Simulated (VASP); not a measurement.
# Si23H4O48 (a cell with a defect) in VASP: a series of runs

The runs below take Si23H4O48 (a cell with a defect) through single point, with PBE.

Program: VASP 6.6.1. These are calculated values, not measurements. Logs are shortened: lines on timing, memory, paths and dates and some standing lists are left out, and cuts for length are marked.

## Step 1: The cell of the first run

The cell holds a defect, 75 atoms: a = 9.832 Å, b = 9.832 Å, c = 10.818 Å, α = 90.00°, β = 90.00°, γ = 120.00°.

## Step 2: Single point, PBE

Contents of INCAR:

```
SYSTEM = Si23H4O48
PREC = Accurate
ENCUT = 520
EDIFF = 1E-6
ISMEAR = 0
SIGMA = 0.02
LREAL = Auto
LASPH = .TRUE.
NELM = 100
ALGO = Normal
ISIF = 2
LWAVE = .FALSE.
LCHARG = .FALSE.
GGA = PE
NBANDS = 235
```

Contents of KPOINTS:

```
regular mesh
0
G
  1 1 1
  0 0 0
```

Contents of POSCAR:

```
Si23H4O48
1.0
    9.8316000000      0.0000000000      0.0000000000
   -4.9158000000      8.5144150000      0.0000000000
    0.0000000000      0.0000000000     10.8182000000
Si O H
23 48 4
Direct
    0.2668430000      0.0009767400      0.1634700000
    0.0028516000      0.2703680000      0.3357050000
    0.2306050000      0.2354080000      0.0001007300
    0.2653480000      0.9977494000      0.6636500000
    0.9932126000      0.2663560000      0.8350300000
    0.2323110000      0.2285110000      0.5017520000
    0.2682820000      0.5027390000      0.1672110000
    0.9997803800      0.7676140000      0.3331480000
    0.2338640000      0.7330290000      0.9966533000
    0.9989205000      0.7666930000      0.8327140000
    0.2344290000      0.7356140000      0.4976220000
    0.7692410000      0.0042952000      0.1672390000
    0.4984520000      0.2670890000      0.3326380000
    0.7266420000      0.2320240000      0.0002954000
    0.7657180000      0.0012322000      0.6669000000
    0.4945750000      0.2657660000      0.8320270000
    0.7327730000      0.2338080000      0.4992370000
    0.7651740000      0.5008340000      0.1672980000
    0.5011880000      0.7703670000      0.3320530000
    0.7350830000      0.7369020000      0.0012113000
    0.7631940000      0.4995590000      0.6663380000
    0.5046480000      0.7692100000      0.8316280000
    0.7327490000      0.7354920000      0.4996880000
    0.0687650000      0.2066210000      0.4462400000
    0.2961240000      0.3658270000      0.1099080000
    0.1402060000      0.4347450000      0.2786630000
    0.2024600000      0.0698960000      0.0553950000
    0.3623780000      0.2944360000      0.3913610000
    0.4306990000      0.1384180000      0.2213530000
    0.0654320000      0.2098730000      0.9457150000
    0.3038820000      0.3517710000      0.6166480000
    0.1356700000      0.4290170000      0.7780800000
    0.1997120000      0.0574320000      0.5499300000
    0.3584550000      0.2958220000      0.8879650000
    0.4284840000      0.1364520000      0.7217280000
    0.0679010000      0.7063220000      0.4438320000
    0.2991160000      0.8684090000      0.1031500000
    0.1368330000      0.9300380000      0.2735220000
    0.2040780000      0.5698520000      0.0580140000
    0.3639780000      0.7993980000      0.3865800000
    0.4342950000      0.6406840000      0.2215190000
    0.0677460000      0.7049810000      0.9423610000
    0.2993620000      0.8643310000      0.6090240000
    0.1350350000      0.9300380000      0.7738950000
    0.2058530000      0.5699500000      0.5554350000
    0.3593880000      0.7870590000      0.8833780000
    0.4574520000      0.6484340000      0.7143040000
    0.5683340000      0.2046660000      0.4411890000
    0.7907210000      0.3628830000      0.1097040000
    0.6344730000      0.4331810000      0.2768560000
    0.7032200000      0.0691220000      0.0573170000
    0.8658290000      0.2991990000      0.3913950000
    0.9337440000      0.1415760000      0.2241200000
    0.5617480000      0.2046160000      0.9436860000
    0.7914020000      0.3622690000      0.6109670000
    0.6303510000      0.4323090000      0.7751710000
    0.7053660000      0.0690910000      0.5554790000
    0.8539980000      0.2927100000      0.8882170000
    0.9307640000      0.1366270000      0.7244910000
    0.5684650000      0.7078670000      0.4422990000
    0.7990200000      0.8685060000      0.1101390000
    0.6394420000      0.9356300000      0.2772850000
    0.7054800000      0.5714430000      0.0574340000
    0.8637870000      0.7971160000      0.3899890000
    0.9305870000      0.6356190000      0.2243800000
    0.5697540000      0.7090080000      0.9453830000
    0.7944690000      0.8645580000      0.6107280000
    0.6368080000      0.9393260000      0.7782680000
    0.7041320000      0.5699330000      0.5561050000
    0.8633810000      0.7966100000      0.8896810000
    0.9285160000      0.6335080000      0.7246220000
    0.4530022200      0.5615038900      0.7238339500
    0.2297450000      0.3561110000      0.6755540000
    0.3027980000      0.5849670000      0.5956360000
    0.1163320000      0.4796660000      0.7069560000
```

Potentials or basis: VASP PAW PBE potentials, release 64 (Si, O, H).

On the command line:

```console
$ cat potpaw_PBE.64/Si/POTCAR potpaw_PBE.64/O/POTCAR potpaw_PBE.64/H/POTCAR > POTCAR
$ mpirun -np 1 vasp_gam > vasp.out
```

OUTCAR:

```text
SYSTEM = Si23H4O48
   PREC = Accurate
   ENCUT = 520
   EDIFF = 1E-6
   ISMEAR = 0
   LREAL = Auto
   LASPH = .TRUE.
   NELM = 100
   ISIF = 2
   GGA = PE

 ion  position               nearest neighbor table
   1  0.267  0.001  0.163-  29 1.62  37 1.62  38 1.63  27 1.63   3 3.06  13 3.07   9 3.07   8 3.08

   2  0.003  0.270  0.336-  26 1.62  52 1.62  24 1.63  53 1.63  17 3.06   7 3.06   6 3.07  12 3.07

   3  0.231  0.235  0.000-  27 1.62  30 1.62  25 1.63  34 1.63   7 3.06  16 3.06   1 3.06   5 3.07
[... 83 lines left out ...]
  70  0.863  0.797  0.890-  10 1.62  20 1.63
  71  0.929  0.634  0.725-  21 1.62  10 1.63
  72  0.453  0.562  0.724-  47 0.84
  73  0.230  0.356  0.676-  31 0.99
  74  0.303  0.585  0.596-  45 0.99
  75  0.116  0.480  0.707-  32 0.99

  LATTYP: Found a hexagonal cell.
 ALAT       =     9.8316000000
 C/A-ratio  =     1.1003498922

  Lattice vectors:

 A1 = (   9.8316000000,   0.0000000000,   0.0000000000)
 A2 = (  -4.9158000000,   8.5144150000,   0.0000000000)
 A3 = (   0.0000000000,   0.0000000000,  10.8182000000)

Analysis of symmetry for initial positions (statically):
=====================================================================
 Subroutine PRICEL returns:
 Original cell was already a primitive cell.

 Routine SETGRP: Setting up the symmetry group for a
 hexagonal supercell.

 Subroutine GETGRP returns: Found  1 space group operations
 (whereof  1 operations were pure point group operations)
 out of a pool of 24 trial point group operations.

The static configuration has the point symmetry C_1 .

Analysis of symmetry for dynamics (positions and initial velocities):
=====================================================================
 Subroutine PRICEL returns:
 Original cell was already a primitive cell.

 Routine SETGRP: Setting up the symmetry group for a
 hexagonal supercell.

 Subroutine GETGRP returns: Found  1 space group operations
 (whereof  1 operations were pure point group operations)
 out of a pool of 24 trial point group operations.

The dynamic configuration has the point symmetry C_1 .

 Subroutine INISYM returns: Found  1 space group operations
 (whereof  1 operations are pure point group operations),
 and found     1 'primitive' translations

[... 220 lines left out ...]
   IBRION =     -1    ionic relax: 0-MD 1-quasi-New 2-CG
   NFREE  =      0    steps in history (QN), initial steepest desc. (CG)
   ISIF   =      2    stress and relaxation
   ISYM   =      2    0-nonsym 1-usesym 2-fastsym
   POTIM  = 0.5000    time-step for ionic-motion
   TEBEG  =    0.0;   TEEND  =   0.0 temperature during run
   PSTRESS=    0.0 pullay stress
   NELECT =     384.0000    total number of electrons
   NUPDOWN=      -1.0000    fix difference up-down
   EMIN   =  10.00;   EMAX   =-10.00  energy-range for DOS
   EFERMI =   0.00;   METHOD = LEGACY
   ISMEAR =     0;   SIGMA  =   0.02  broadening in eV -4-tet -1-fermi 0-gaus
   EFERMI_NEDOS =   21; number of points for ismear=-14 and -15
   IALGO  =     38    algorithm
   IMIX   =      4    mixing-type and parameters
     AMIX     =   0.40;   BMIX     =  1.00
     AMIX_MAG =   1.60;   BMIX_MAG =  1.00
  volume/ion in A,a.u.               =      12.07        81.48
  Fermi-wavevector in a.u.,A,eV,Ry     =   1.229912  2.324196 20.581296  1.512683
  Thomas-Fermi vector in A             =   2.364781
   LORBIT       =      0    0 simple, 1 ext, 2 COOP (PROOUT), +10 PAW based schemes
   GGA     = PE    functional components
   LHFCALC =     F    Hartree Fock is set to
   AEXX    =    0.0000 exact exchange contribution
   IVDW    =     0    specifies the selected vdW correction
   LEPSILON=     F    determine dielectric tensor
   LRPA    =     F    only Hartree local field effects (RPA)
 non-spin polarized calculation
 Gauss-broadening in eV      SIGMA  =   0.02
  energy-cutoff  :      520.00
  volume of cell :      905.60
 maximum number of plane-waves:     12195
 NGX is ok and might be reduce to    80
   NGX = 37   NGY = 37   NGZ = 41

 number of electron     384.0000016 magnetization

 Free energy of the ion-electron system (eV)
  ---------------------------------------------------
  ext. energy  EPLUGINS =         0.00000000
  ---------------------------------------------------
  free energy    TOTEN  =      -572.91918824 eV

  energy without entropy =     -572.91918824  energy(sigma->0) =     -572.91918824

 E-fermi :   1.2847     XC(G=0):  -9.2360

 val. band max:        1.0983972592   @ k =   0.0000   0.0000   0.0000
 cond. band min:       6.8061537128   @ k =   0.0000   0.0000   0.0000
 fundamental gap:      5.7077564536
 Fermi energy:         1.2846928287

 k-point     1 :       0.0000    0.0000    0.0000
  band No.  band energies     occupation
      1     -18.4108      2.00000
      2     -18.1704      2.00000
      3     -17.9013      2.00000
      4     -17.8966      2.00000
      5     -17.8708      2.00000
      6     -17.8510      2.00000
[... 196 lines left out ...]
    203       9.8057      0.00000
    204       9.8446      0.00000
 [bands above 204 left out]

------------------------ aborting loop because EDIFF is reached ----------------------------------------

  FORCE on cell =-STRESS in cart. coord.  units (eV):
  Direction    XX          YY          ZZ          XY          YZ          ZX
  --------------------------------------------------------------------------------------
  -------------------------------------------------------------------------------------
  Total       15.8612000     24.2051306     14.1791691     -3.2839806     -1.7931088      0.2644115
  in kB       28.0616112     42.8236805     25.0857646     -5.8100136     -3.1723653      0.4677965
  external PRESSURE =      31.9903521 kB  Pullay stress =       0.0000000 kB

 VOLUME and BASIS-vectors are now :
 -----------------------------------------------------------------------------
  energy-cutoff  :      520.00
  volume of cell :      905.60
      direct lattice vectors                 reciprocal lattice vectors
     9.831600000  0.000000000  0.000000000     0.101712844  0.058723941  0.000000000
    -4.915800000  8.514415000  0.000000000     0.000000000  0.117447881  0.000000000
     0.000000000  0.000000000 10.818200000     0.000000000  0.000000000  0.092436819

 POSITION                                       TOTAL-FORCE (eV/Angst)
 -----------------------------------------------------------------------------------
      2.61869      0.00832      1.76845         0.008001      0.009756     -0.003900
     -1.30104      2.30203      3.63172         0.005765      0.008386      0.016863
      1.11000      2.00436      0.00109         0.012785      0.000905     -0.035843
     -2.29594      8.49525      7.17950         0.007693      0.032478      0.011285
      8.45552      2.26787      9.03352         0.024560     -0.010380      0.025432
      1.16067      1.94564      5.42805        -0.008244      0.037723      0.020349
[... 67 lines left out ...]
      0.10141      4.98065      6.44371         0.052978     -0.026354      0.006310
     -1.21421      4.08408      7.64799        -0.021899      0.043313     -0.057337
 -----------------------------------------------------------------------------------
    total drift:                               -0.019856      0.003032     -0.013747

  FREE ENERGIE OF THE ION-ELECTRON SYSTEM (eV)
  ---------------------------------------------------
  free  energy   TOTEN  =      -572.9191882362 eV

  energy  without entropy=     -572.9191882362  energy(sigma->0) =     -572.91918824
```

It took 8.6 min on 1 thread of Intel Xeon 8259CL, shared host; peak memory 0.99 GiB.

Results:

- Free energy: -572.9192 eV
- Pressure: 3.2 GPa
- Largest force: 10.917 eV/Å
- Band gap on the k mesh: 5.71 eV

Forces in eV/Å, atoms in the order of the input:
```
Si   0.008  0.010 -0.004
Si   0.006  0.008  0.017
Si   0.013  0.001 -0.036
Si   0.008  0.032  0.011
Si   0.025 -0.010  0.025
Si  -0.008  0.038  0.020
Si   0.015 -0.019  0.004
Si  -0.010  0.014 -0.001
Si  -0.024 -0.020  0.020
Si   0.000  0.006 -0.014
Si  -0.043  0.025 -0.022
Si   0.013  0.013 -0.001
Si  -0.016  0.008  0.010
Si  -0.021 -0.005 -0.005
Si   0.019  0.029 -0.020
Si  -0.044  0.072 -0.031
Si  -0.011  0.003  0.004
Si   0.009 -0.008  0.002
Si  -0.005  0.010 -0.003
Si   0.036 -0.015  0.017
Si  -0.029 -0.033  0.041
Si  -0.104  0.201  0.032
Si   0.019 -0.030 -0.014
O   -0.013  0.004 -0.022
O   -0.015  0.006  0.000
O    0.008  0.000 -0.004
O    0.014 -0.004  0.015
O    0.003 -0.011 -0.009
O   -0.009  0.003  0.003
O   -0.011  0.008 -0.006
O    0.006 -0.009 -0.073
O    0.025  0.006  0.010
O    0.010 -0.013  0.001
O   -0.009 -0.025  0.036
O   -0.010 -0.020 -0.005
O    0.009  0.006  0.000
O   -0.003 -0.012 -0.013
O    0.013 -0.010 -0.007
O    0.008  0.015 -0.005
O    0.000 -0.016  0.010
O   -0.005  0.010  0.003
O    0.008  0.009 -0.005
O    0.005 -0.023 -0.009
O    0.010 -0.010 -0.004
O   -0.018 -0.019  0.023
O    0.043 -0.028 -0.029
O   -4.883  9.484 -1.124
O    0.003  0.008 -0.007
O   -0.009 -0.003 -0.004
O    0.012  0.002 -0.007
O    0.013 -0.003  0.004
O    0.000 -0.012  0.006
O   -0.013  0.004 -0.001
O    0.013 -0.003  0.008
O    0.003 -0.009 -0.018
O    0.053 -0.006 -0.007
O    0.012 -0.005  0.012
O    0.009 -0.012  0.003
O   -0.012  0.003  0.004
O   -0.003  0.014  0.002
O   -0.013 -0.010 -0.015
O    0.006 -0.011 -0.002
O    0.003  0.015  0.001
O   -0.005 -0.007  0.009
O   -0.009  0.008  0.007
O   -0.043 -0.011 -0.078
O   -0.022 -0.014  0.003
O    0.002 -0.049  0.007
O    0.001  0.027 -0.006
O   -0.015 -0.010  0.011
O    0.002  0.014  0.008
H    4.953 -9.654  1.201
H   -0.011  0.031  0.073
H    0.053 -0.026  0.006
H   -0.022  0.043 -0.057
```

Stress tensor (GPa, compression positive):
```
 2.81 -0.58  0.05
-0.58  4.28 -0.32
 0.05 -0.32  2.51
```

Caveat: the k points lie up to 0.74 Å⁻¹ apart.

## Step 3: Single point, PBE

Contents of INCAR:

```
SYSTEM = Si23H4O48
ALGO = Normal ; EDIFF = 1E-6
ENCUT = 520 ; GGA = PE
ISIF = 2 ; ISMEAR = 0
LASPH = .True. ; LCHARG = .True.
LELF = .True. ; LREAL = Auto
LVHAR = .True. ; LWAVE = .False.
NBANDS = 235 ; NELM = 60
PREC = Accurate ; SIGMA = 0.02
```

Contents of KPOINTS:

```
k-points
0
Gamma
  1 1 1
  0 0 0
```

POSCAR, as its differences from that of step 2:

```diff
@@ -79,3 +79,3 @@
     0.9285160000      0.6335080000      0.7246220000
-    0.4530022200      0.5615038900      0.7238339500
+    0.4526843700      0.5552945900      0.7245146600
     0.2297450000      0.3561110000      0.6755540000
```

Potentials or basis: VASP PAW PBE potentials, release 64 (Si, O, H).

On the command line:

```console
$ cat potpaw_PBE.64/Si/POTCAR potpaw_PBE.64/O/POTCAR potpaw_PBE.64/H/POTCAR > POTCAR
$ mpirun -np 1 vasp_gam > vasp.out
```

Wall time 10 min (1 thread of Intel Xeon 8259CL, shared host); peak memory 1 GiB.

It converged, with:

* Free energy: -573.3748 eV
* Pressure: 2.9 GPa
* Largest force: 4.723 eV/Å
* Band gap on the k mesh: 5.71 eV

Forces on the atoms (eV/Å):
```
Si   0.011  0.004 -0.004
Si   0.002  0.011  0.012
Si   0.001 -0.002 -0.023
Si   0.011  0.019  0.012
Si   0.022 -0.009  0.022
Si  -0.007  0.019 -0.003
Si   0.013 -0.012  0.001
Si  -0.010  0.012 -0.001
Si  -0.013 -0.017  0.009
Si  -0.002  0.007 -0.008
Si  -0.037  0.018 -0.018
Si   0.013  0.008 -0.003
Si  -0.011  0.008  0.006
Si  -0.015 -0.008 -0.002
Si   0.013  0.015 -0.014
Si  -0.028  0.046 -0.017
Si  -0.007 -0.003  0.004
Si   0.009 -0.005  0.000
Si  -0.004  0.009 -0.001
Si   0.016 -0.013  0.011
Si  -0.011 -0.020  0.025
Si  -0.074  0.122  0.022
Si   0.008 -0.023 -0.007
O   -0.005  0.007 -0.014
O   -0.013  0.003 -0.002
O    0.008 -0.002 -0.003
O    0.014  0.000  0.012
O   -0.001 -0.011 -0.003
O   -0.009  0.004  0.004
O   -0.007  0.008 -0.005
O    0.016 -0.007 -0.054
O    0.024 -0.005  0.010
O    0.006 -0.005  0.001
O   -0.005 -0.017  0.023
O   -0.012 -0.011 -0.003
O    0.007  0.007 -0.001
O   -0.005 -0.009 -0.009
O    0.013 -0.009 -0.007
O    0.007  0.012 -0.002
O   -0.001 -0.015  0.009
O   -0.006  0.008  0.003
O    0.004  0.009 -0.005
O    0.001 -0.018 -0.009
O    0.011 -0.006 -0.007
O   -0.027 -0.021  0.016
O    0.024 -0.019 -0.014
O   -2.096  4.070 -0.470
O    0.001  0.009 -0.006
O   -0.010 -0.004 -0.005
O    0.011  0.000 -0.005
O    0.012  0.000  0.004
O    0.000 -0.012  0.007
O   -0.011  0.006  0.001
O    0.007  0.001  0.003
O   -0.001 -0.007 -0.014
O    0.034 -0.005 -0.007
O    0.010  0.000  0.009
O    0.006 -0.012  0.004
O   -0.009  0.006  0.004
O   -0.001  0.013 -0.003
O   -0.010 -0.007 -0.011
O    0.006 -0.009 -0.002
O    0.006  0.010  0.003
O   -0.004 -0.008  0.008
O   -0.009  0.008  0.007
O   -0.024 -0.004 -0.047
O   -0.016 -0.011 -0.002
O    0.004 -0.028  0.004
O    0.004  0.018 -0.002
O   -0.009 -0.010  0.009
O   -0.001  0.009  0.007
H    2.135 -4.183  0.500
H   -0.030  0.031  0.073
H    0.070 -0.020  0.025
H   -0.019  0.047 -0.058
```

Stress tensor (GPa, compression positive):
```
 2.62 -0.23  0.00
-0.23  3.60 -0.23
 0.00 -0.23  2.50
```

Levels at points of the mesh, in eV from the valence-band top:
| k point | band 188 | band 189 | band 190 | band 191 | band 192 | band 193 | band 194 | band 195 | band 196 | band 197 |
| --- | --- | --- | --- | --- | --- | --- | --- | --- | --- | --- |
| (0.00, 0.00, 0.00) | -0.24 | -0.21 | -0.18 | -0.16 | 0.00 | 5.71 | 7.66 | 7.70 | 7.96 | 8.02 |

Caveat: the k points lie up to 0.74 Å⁻¹ apart.

[end of part 1 of 2]
